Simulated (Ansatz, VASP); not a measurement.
# One calculation of AlN, two programs

```
CELL_PARAMETERS angstrom
0.27403 2.32925 2.32925
2.32925 0.27403 2.32925
2.32925 2.32925 0.27403
ATOMIC_POSITIONS crystal
Al 0.00000 0.00000 0.00000
N 0.75000 0.75000 0.75000
```

Alike in both runs: task single point; functional PBE; k mesh 10 × 10 × 10; occupations gaussian, width 0.05 eV; no spin polarisation.

|  | VASP | Ansatz |
| --- | --- | --- |
| version | VASP 6.6.1 | Ansatz 0.2.0 |
| potentials or method | VASP PAW PBE potentials, release 64 (Al, N), cutoff 520 eV | scalar-relativistic, plane waves, PAW |
| valence electrons in the cell | 8 | 8 |

```tsv
	VASP	Ansatz	Ansatz less VASP
gap on the k mesh at the Fermi level (eV)	2.59	2.59	+0.004
least direct gap on the mesh (eV)	2.59	2.59	+0.004
pressure (GPa)	12.9	13.0	+0.13
traceless stress, the component that is largest in VASP (GPa)	-24.60	-24.42	+0.178
rms of the force components (eV/Å)	0.412	0.410	-0.0015
```

Atom by atom the forces differ by 0.002 eV/Å (rms over components).
